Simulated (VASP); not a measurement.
Set up this calculation in VASP 6.6.1, as the native input.

```yaml
Task: single point
Functional: PBEsol
Potentials_or_basis: VASP PAW PBE potentials, release 64 (K_sv, I)
Cutoff: 520 eV
k_mesh: 6 × 6 × 6
Occupations: gaussian, width 0.01 eV
Spin: no spin polarisation
Dipole_correction: no
Further_INCAR_settings: ALGO = Normal; EDIFF = 1e-06; NBANDS = 15
```

The structure of KI lies in POSCAR:

```
KI
1.0
    4.2332007419      0.0000000000      0.0000000000
    0.0000000000      4.2332007419      0.0000000000
    0.0000000000      0.0000000000      4.2332007419
K I
1 1
Direct
    0.0000000000      0.0000000000      0.0000000000
    0.5000000000      0.5000000000      0.5000000000
```

One way to write it, as run:

INCAR

```
PREC = Accurate ; ENCUT = 520
EDIFF = 1E-6 ; ISMEAR = 0
SIGMA = 0.01 ; LREAL = False
LASPH = True ; NELM = 100
ALGO = Normal ; ISIF = 2
LWAVE = False ; LCHARG = True
GGA = PS ; LELF = True
LVHAR = True ; NBANDS = 15
```

KPOINTS

```
regular mesh
0
Gamma
  6 6 6
```

Potentials or basis: VASP PAW PBE potentials, release 64 (K_sv, I).

Command:

```bash
$ cat potpaw_PBE.64/K_sv/POTCAR potpaw_PBE.64/I/POTCAR > POTCAR
$ mpirun -np 1 vasp_std > vasp.out
```

It gave:

```yaml
Pressure: 0.0 GPa
Band_gap_on_the_k_mesh: 3.28 eV (least direct gap 3.67 eV)
```

Caveat: the PAW data sets were made with another functional, which shifts forces and pressure a little; spin-orbit coupling is left out, which moves the levels of the heavy elements.

Wall time 23 s on 1 thread of Intel Xeon 8259CL (shared host), peak memory 0.18 GiB.
